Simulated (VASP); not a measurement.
Write the native input for VASP 6.6.1 that does the following.

```yaml
Task: single point
Functional: PBEsol
Potentials_or_basis: VASP PAW PBE potentials, release 64 (Ir_sv_GW)
Cutoff: 560 eV
k_mesh: 24 × 24 × 24
Occupations: gaussian, width 0.15 eV
Spin: no spin polarisation
Dipole_correction: no
Further_INCAR_settings: ALGO = Normal; EDIFF = 1e-06; NBANDS = 14
```

The structure of Ir lies in POSCAR:

```
Ir
1.0
    0.0000000000      1.7589449499      2.2866284348
    1.7589449499      0.0000000000      2.2866284348
    1.7589449499      1.7589449499      0.0000000000
Ir
1
Direct
    0.0000000000      0.0000000000      0.0000000000
```

This cell differs from its parent crystal: ratio of the length along z to the lengths across it x 1.3, volume and fractional coordinates fixed.

One way to write it, as run:

INCAR

```
SYSTEM = Ir
PREC = Accurate
ENCUT = 560
EDIFF = 1E-6
ISMEAR = 0
SIGMA = 0.15
LREAL = .FALSE.
LASPH = .TRUE.
NELM = 120
ALGO = Normal
ISIF = 2
LWAVE = .FALSE.
LCHARG = .FALSE.
GGA = PS
NBANDS = 14
GGA_COMPAT = .FALSE.
```

KPOINTS

```
regular mesh
0
G
  24 24 24
  0 0 0
```

Potentials or basis: VASP PAW PBE potentials, release 64 (Ir_sv_GW).

The run is started by

```bash
$ cat potpaw_PBE.64/Ir_sv_GW/POTCAR > POTCAR
$ mpirun -np 1 vasp_std > vasp.out
```

It gave:

* Pressure: 14.5 GPa
* Band gap on the k mesh: zero (an odd number of electrons rules out a gap without spin polarisation)

Caveat: the stress differs along the axes, from -39 to 41 GPa; the PAW data sets were made with another functional, which shifts forces and pressure a little; spin-orbit coupling is left out, which moves the levels of the heavy elements.

Wall time 2.9 min on 1 thread of AMD EPYC 7R43 64-Core Processor (Zen 3), on a shared host, peak memory 0.31 GiB.
